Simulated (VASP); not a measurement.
Wanted: the native input for a VASP 6.6.1 run.

| Property | Result |
| --- | --- |
| Task | single point |
| Functional | PBE |
| Potentials or basis | VASP PAW PBE potentials, release 64 (Fe_sv, O) |
| Cutoff | 600 eV |
| k mesh | 12 × 12 × 12 |
| Occupations | gaussian, width 0.02 eV |
| Spin | collinear spin, ferromagnetic start |
| Starting moments | [3.9, 0.17] μB |
| Hubbard terms | Fe d U = 5.3 eV |
| Dipole correction | no |
| Further INCAR settings | ALGO = Normal; EDIFF = 1e-06; NBANDS = 22 |

The structure of FeO lies in POSCAR:

```
FeO
1.0
    1.5845266723      0.9148269008      2.4827937714
   -1.5845266723      0.9148269008      2.4827937714
    0.0000000000     -1.8296538016      2.4827937714
Fe O
1 1
Direct
    0.0000000000      0.0000000000      0.0000000000
    0.5000000000      0.5000000000      0.5000000000
```

These files were run (other wordings do the same):

INCAR

```
PREC = Accurate ; ENCUT = 600
EDIFF = 1E-6 ; ISMEAR = 0
SIGMA = 0.02 ; LREAL = F
LASPH = T ; NELM = 200
ALGO = Normal ; ISIF = 2
LWAVE = F ; LCHARG = F
ISPIN = 2 ; MAGMOM = 3.9 0.17
LORBIT = 11 ; LMAXMIX = 4
LDAU = T ; LDAUTYPE = 2
LDAUL = 2 -1 ; LDAUU = 5.3 0
LDAUJ = 0 0 ; LDAUPRINT = 1
GGA = PE ; NBANDS = 22
GGA_COMPAT = F
```

KPOINTS

```
Automatic mesh
0
Gamma
  12 12 12
```

Potentials or basis: VASP PAW PBE potentials, release 64 (Fe_sv, O).

The run is started by

```console
$ cat potpaw_PBE.64/Fe_sv/POTCAR potpaw_PBE.64/O/POTCAR > POTCAR
$ mpirun -np 1 vasp_std > vasp.out
```

Results of the run:

The pressure is -10.5 GPa. The band gap on the k mesh is zero (filled and empty bands overlap). The net moment is 4.02 μB per cell and the site moments are Fe +3.68; O +0.18 μB. The valence electrons inside the program's atomic spheres are Fe 13.59; O 4.98.

Caveat: the cell stands under tension; a cell with one magnetic atom can't hold antiferromagnetic order, which such compounds often take.

It took 2.4 min on 1 thread of Intel(R) Xeon(R) 6975P-C (Granite Rapids), on a shared host, peak memory 0.3 GiB.
